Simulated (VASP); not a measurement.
# SbP2 (P6/mmm) in VASP: notebook

The runs below take SbP2 through single point, relaxation of cell and atoms, with PBE.

Everything below comes from runs of VASP 6.6.1. Logs are shortened: lines on timing, memory, paths and dates and some standing lists are left out, and cuts for length are marked.

## 1. The cell of the first run

Symmetry: P6/mmm, No. 191, hexagonal system. Conventional cell: a = 4.269 Å, b = 4.269 Å, c = 3.691 Å, α = 90.00°, β = 90.00°, γ = 120.00°. Sb (site symmetry 6/mmm) has 12 P at 3.08 Å and 2 Sb at 3.69 Å within 4.1 Å. Within 3.3 Å of P (site symmetry -6m2) lie 3 P at 2.46 Å and 6 Sb at 3.08 Å.

## 2. Single point, PBE

INCAR

```
SYSTEM = SbP2
ALGO = Normal
EDIFF = 1E-6
ENCUT = 520
GGA = PE
ISIF = 2
ISMEAR = 0
LASPH = .True.
LCHARG = .False.
LREAL = .False.
LWAVE = .False.
NBANDS = 14
NELM = 100
PREC = Accurate
SIGMA = 0.1
```

KPOINTS

```
k-points
0
Gamma
  12 12 12
  0 0 0
```

POSCAR

```
SbP2
1.0
    4.2691266673      0.0000000000      0.0000000000
   -2.1345633337      3.6971721459      0.0000000000
    0.0000000000      0.0000000000      3.6907241911
Sb P
1 2
Direct
    0.0000000000      0.0000000000      0.0000000000
    0.3333333333      0.6666666667      0.5000000000
    0.6666666667      0.3333333333      0.5000000000
```

Potentials or basis: VASP PAW PBE potentials, release 64 (Sb, P).

On the command line:

```
> cat potpaw_PBE.64/Sb/POTCAR potpaw_PBE.64/P/POTCAR > POTCAR
> mpirun -np 1 vasp_std > vasp.out
```

OUTCAR:

```text
SYSTEM = SbP2
   EDIFF = 1E-6
   ENCUT = 520
   GGA = PE
   ISIF = 2
   ISMEAR = 0
   LASPH = .True.
   LREAL = .False.
   NELM = 100
   PREC = Accurate

 ion  position               nearest neighbor table
   1  0.000  0.000  0.000-   2 3.08   3 3.08   2 3.08   3 3.08   3 3.08   3 3.08   2 3.08   2 3.08
                             3 3.08   3 3.08   2 3.08   2 3.08
   2  0.333  0.667  0.500-   3 2.46   3 2.46   3 2.46   1 3.08   1 3.08   1 3.08   1 3.08   1 3.08
                             1 3.08
   3  0.667  0.333  0.500-   2 2.46   2 2.46   2 2.46   1 3.08   1 3.08   1 3.08   1 3.08   1 3.08
                             1 3.08

  LATTYP: Found a hexagonal cell.
 ALAT       =     4.2691266673
 C/A-ratio  =     0.8645150352

  Lattice vectors:

 A1 = (   4.2691266673,   0.0000000000,   0.0000000000)
 A2 = (  -2.1345633337,   3.6971721459,   0.0000000000)
 A3 = (   0.0000000000,   0.0000000000,   3.6907241911)

Analysis of symmetry for initial positions (statically):
=====================================================================
 Subroutine PRICEL returns:
 Original cell was already a primitive cell.

 Routine SETGRP: Setting up the symmetry group for a
 hexagonal supercell.

 Subroutine GETGRP returns: Found 24 space group operations
 (whereof 24 operations were pure point group operations)
 out of a pool of 24 trial point group operations.

The static configuration has the point symmetry D_6h.

Analysis of symmetry for dynamics (positions and initial velocities):
=====================================================================
 Subroutine PRICEL returns:
 Original cell was already a primitive cell.

 Routine SETGRP: Setting up the symmetry group for a
 hexagonal supercell.

 Subroutine GETGRP returns: Found 24 space group operations
 (whereof 24 operations were pure point group operations)
 out of a pool of 24 trial point group operations.

The dynamic configuration has the point symmetry D_6h.

 Subroutine INISYM returns: Found 24 space group operations
 (whereof 24 operations are pure point group operations),
 and found     1 'primitive' translations

----------------------------------------------------------------------------------------

                                     Primitive cell

  volume of cell :      58.2533

  direct lattice vectors                    reciprocal lattice vectors
     4.269126667  0.000000000  0.000000000     0.234239946  0.135238496  0.000000000
    -2.134563334  3.697172146  0.000000000     0.000000000  0.270476992  0.000000000
     0.000000000  0.000000000  3.690724191     0.000000000  0.000000000  0.270949534

  length of vectors
     4.269126667  4.269126667  3.690724191     0.270476992  0.270476992  0.270949534

  position of ions in fractional coordinates (direct lattice)
     0.000000000  0.000000000  0.000000000
     0.333333333  0.666666667  0.500000000
     0.666666667  0.333333333  0.500000000

  ion indices of the primitive-cell ions
   primitive index   ion index
                 1           1
                 2           2
                 3           3

----------------------------------------------------------------------------------------

 KPOINTS: k-points

Automatic generation of k-mesh.
 Grid dimensions read from file:
 generate k-points for:   12   12   12

 Generating k-lattice:

  Cartesian coordinates                     Fractional coordinates (reciprocal lattice)
     0.019519995  0.011269875  0.000000000     0.083333333  0.000000000  0.000000000
     0.000000000  0.022539749  0.000000000     0.000000000  0.083333333  0.000000000
     0.000000000  0.000000000  0.022579128     0.000000000  0.000000000  0.083333333

  Length of vectors
     0.022539749  0.022539749  0.022579128

  Shift w.r.t. Gamma in fractional coordinates (k-lattice)
     0.000000000  0.000000000  0.000000000

 Subroutine IBZKPT returns following result:
 ===========================================

 Found    133 irreducible k-points:

 Following reciprocal coordinates:
            Coordinates               Weight
  0.000000  0.000000  0.000000      1.000000
  0.083333  0.000000  0.000000      6.000000
  0.166667  0.000000  0.000000      6.000000
  0.250000  0.000000  0.000000      6.000000
  0.333333  0.000000  0.000000      6.000000
  0.416667  0.000000  0.000000      6.000000
[... 16 lines left out ...]
  0.250000  0.000000  0.083333     12.000000
  0.333333  0.000000  0.083333     12.000000
 [... further k-points ...]
   k-points           NKPTS =    133   k-points in BZ     NKDIM =    133   number of bands    NBANDS=     14
   number of dos      NEDOS =    301   number of ions     NIONS =      3
   total plane-waves  NPLWV =  28672
   dimension x,y,z NGX =    32 NGY =   32 NGZ =   28
   dimension x,y,z NGXF=    64 NGYF=   64 NGZF=   56
   ions per type =               1   2
   NGX,Y,Z   is equivalent  to a cutoff of  12.46, 12.46, 12.61 a.u.
   NGXF,Y,Z  is equivalent  to a cutoff of  24.92, 24.92, 25.22 a.u.
 SYSTEM =  SbP2
   PREC   = accura    normal or accurate (medium, high low for compatibility)
   ISTART =      0    job   : 0-new  1-cont  2-samecut
   ICHARG =      2    charge: 1-file 2-atom 10-const
   ISPIN  =      1    spin polarized calculation?
   LNONCOLLINEAR =      F non collinear calculations
   LSORBIT =      F    spin-orbit coupling
   LASPH  =      T    aspherical Exc in radial PAW
   ENCUT  =  520.0 eV  38.22 Ry    6.18 a.u.   7.94  7.94  6.86*2*pi/ulx,y,z
   NELM   =    100;   NELMIN=  2; NELMDL= -5     # of ELM steps
   EDIFF  = 0.1E-05   stopping-criterion for ELM
   LREAL  =      F    real-space projection
   EDIFFG = 0.1E-04   stopping-criterion for IOM
   NSW    =      0    number of steps for IOM
   IBRION =     -1    ionic relax: 0-MD 1-quasi-New 2-CG
   NFREE  =      0    steps in history (QN), initial steepest desc. (CG)
   ISIF   =      2    stress and relaxation
   ISYM   =      2    0-nonsym 1-usesym 2-fastsym
   POTIM  = 0.5000    time-step for ionic-motion
   TEBEG  =    0.0;   TEEND  =   0.0 temperature during run
   PSTRESS=    0.0 pullay stress
   NELECT =      15.0000    total number of electrons
   NUPDOWN=      -1.0000    fix difference up-down
   EMIN   =  10.00;   EMAX   =-10.00  energy-range for DOS
   EFERMI =   0.00;   METHOD = LEGACY
   ISMEAR =     0;   SIGMA  =   0.10  broadening in eV -4-tet -1-fermi 0-gaus
   EFERMI_NEDOS =   21; number of points for ismear=-14 and -15
   IALGO  =     38    algorithm
   IMIX   =      4    mixing-type and parameters
     AMIX     =   0.40;   BMIX     =  1.00
     AMIX_MAG =   1.60;   BMIX_MAG =  1.00
  volume/ion in A,a.u.               =      19.42       131.04
  Fermi-wavevector in a.u.,A,eV,Ry     =   1.041514  1.968176 14.758941  1.084752
  Thomas-Fermi vector in A             =   2.176138
   LORBIT       =      0    0 simple, 1 ext, 2 COOP (PROOUT), +10 PAW based schemes
   GGA     = PE    functional components
   LHFCALC =     F    Hartree Fock is set to
   AEXX    =    0.0000 exact exchange contribution
   IVDW    =     0    specifies the selected vdW correction
   LEPSILON=     F    determine dielectric tensor
   LRPA    =     F    only Hartree local field effects (RPA)
 non-spin polarized calculation
 Gauss-broadening in eV      SIGMA  =   0.10
  energy-cutoff  :      520.00
  volume of cell :       58.25
 maximum number of plane-waves:      1596
 NGX is ok and might be reduce to    32
   NGX = 15   NGY = 15   NGZ = 13

 number of electron      15.0000000 magnetization

 Free energy of the ion-electron system (eV)
  ---------------------------------------------------
  ext. energy  EPLUGINS =         0.00000000
  ---------------------------------------------------
  free energy    TOTEN  =       -13.27109193 eV

  energy without entropy =      -13.26085812  energy(sigma->0) =      -13.26597502

 E-fermi :   8.6064     XC(G=0): -10.6653

 val. band max:        8.6056631218   @ k =   0.0833   0.0000   0.5000
 cond. band min:       8.6100899862   @ k =   0.2500   0.2500   0.0000
 fundamental gap:      0.0044268644
 Fermi energy:         8.6063639522

 k-point     1 :       0.0000    0.0000    0.0000
  band No.  band energies     occupation
      1      -6.2050      2.00000
      2       1.7250      2.00000
      3       2.3876      2.00000
      4       4.1249      2.00000
      5       4.1249      2.00000
      6       4.8062      2.00000
      7       5.7277      2.00000
      8       5.7277      2.00000
      9      10.9029      0.00000
     10      11.1646      0.00000
     11      13.3487      0.00000
     12      14.3838      0.00000
     13      14.3838      0.00000
     14      16.8316      0.00000

 k-point     2 :       0.0833    0.0000    0.0000
  band No.  band energies     occupation
      1      -6.1332      2.00000
      2       1.5292      2.00000
      3       1.8663      2.00000
      4       3.8441      2.00000
      5       4.4371      2.00000
      6       4.8787      2.00000
      7       6.1287      2.00000
      8       6.2345      2.00000
      9      10.9927      0.00000
     10      11.1084      0.00000
     11      13.1029      0.00000
     12      14.0413      0.00000
     13      14.2540      0.00000
     14      16.5789      0.00000

 k-point     3 :       0.1667    0.0000    0.0000
  band No.  band energies     occupation
      1      -5.9184      2.00000
      2       0.5999      2.00000
      3       1.4008      2.00000
      4       3.3588      2.00000
      5       5.0467      2.00000
      6       5.0954      2.00000
      7       6.9696      2.00000
      8       7.3008      2.00000
      9      10.5286      0.00000
     10      11.7343      0.00000
     11      12.5035      0.00000
     12      13.1992      0.00000
     13      13.9326      0.00000
     14      16.1366      0.00000

 k-point     4 :       0.2500    0.0000    0.0000
  band No.  band energies     occupation
      1      -5.5621      2.00000
      2      -0.5617      2.00000
      3       1.0892      2.00000
      4       2.9234      2.00000
      5       5.4528      2.00000
      6       5.7906      2.00000
      7       7.9794      2.00000
      8       8.4324      1.98609
      9       9.8492      0.00000
     10      11.8685      0.00000
     11      12.1693      0.00000
     12      12.7801      0.00000
     13      13.5245      0.00000
     14      15.7388      0.00000

 k-point     5 :       0.3333    0.0000    0.0000
  band No.  band energies     occupation
      1      -5.0680      2.00000
      2      -1.6735      2.00000
      3       0.8447      2.00000
      4       2.5970      2.00000
      5       5.9442      2.00000
      6       6.6178      2.00000
      7       9.0319      0.00000
      8       9.0578      0.00000
      9       9.3461      0.00000
     10      11.2884      0.00000
     11      11.3977      0.00000
[... 276 lines left out ...]
 k-point    22 :       0.1667    0.0000    0.0833
  band No.  band energies     occupation
      1      -5.8596      2.00000
      2       0.5938      2.00000
      3       1.2993      2.00000
      4       3.4044      2.00000
      5       4.5244      2.00000
      6       5.5464      2.00000
      7       7.0178      2.00000
      8       7.5242      2.00000
      9      10.2557      0.00000
     10      11.6614      0.00000
     11      12.0267      0.00000
     12      13.3520      0.00000
     13      13.6900      0.00000
     14      16.3333      0.00000

 k-point    23 :       0.2500    0.0000    0.0833
  band No.  band energies     occupation
      1      -5.5041      2.00000
      2      -0.5288      2.00000
      3       1.0281      2.00000
      4       2.9745      2.00000
      5       4.7660      2.00000
      6       6.3611      2.00000
      7       8.0038      2.00000
      8       8.6144      0.90912
      9       9.5128      0.00000
     10      11.0313      0.00000
     11      12.8661      0.00000
     12      12.9648      0.00000
     13      13.1114      0.00000
     14      16.1509      0.00000

 k-point    24 :       0.3333    0.0000    0.0833
  band No.  band energies     occupation
      1      -5.0115      2.00000
      2      -1.6275      2.00000
      3       0.8185      2.00000
      4       2.6512      2.00000
      5       5.1916      2.00000
      6       7.2169      2.00000
      7       8.4061      1.99537
      8       9.0373      0.00000
      9       9.7910      0.00000
     10      10.6291      0.00000
     11      12.1487      0.00000
     12      12.6322      0.00000
     13      14.2456      0.00000
     14      15.7513      0.00000

 [... further k-points ...]
[... 5 lines left out ...]
  --------------------------------------------------------------------------------------
  -------------------------------------------------------------------------------------
  Total       -0.0964229     -0.0964229     -0.0849589      0.0000000     -0.0000000      0.0000000
  in kB       -2.6519801     -2.6519801     -2.3366809      0.0000000     -0.0000000      0.0000000
  external PRESSURE =      -2.5468804 kB  Pullay stress =       0.0000000 kB

 VOLUME and BASIS-vectors are now :
 -----------------------------------------------------------------------------
  energy-cutoff  :      520.00
  volume of cell :       58.25
      direct lattice vectors                 reciprocal lattice vectors
     4.269126667  0.000000000  0.000000000     0.234239946  0.135238496  0.000000000
    -2.134563334  3.697172146  0.000000000     0.000000000  0.270476992  0.000000000
     0.000000000  0.000000000  3.690724191     0.000000000  0.000000000  0.270949534

 POSITION                                       TOTAL-FORCE (eV/Angst)
 -----------------------------------------------------------------------------------
      0.00000      0.00000      0.00000        -0.000000     -0.000000      0.000000
     -0.00000      2.46478      1.84536         0.000000      0.000000      0.000000
      2.13456      1.23239      1.84536        -0.000000     -0.000000     -0.000000
 -----------------------------------------------------------------------------------
    total drift:                               -0.000000      0.000000      0.000000

  FREE ENERGIE OF THE ION-ELECTRON SYSTEM (eV)
  ---------------------------------------------------
  free  energy   TOTEN  =       -13.2710919259 eV

  energy  without entropy=      -13.2608581208  energy(sigma->0) =      -13.26597502
```

Wall time 25 s (1 thread of Intel Xeon 6975P-C (Granite Rapids), shared host); peak memory 0.25 GiB.

Results:

- Free energy: -13.2711 eV
- Pressure: -0.3 GPa

Caveat: spin-orbit coupling is left out, which moves the levels of the heavy elements.

(Continued in part 2 of 2.)
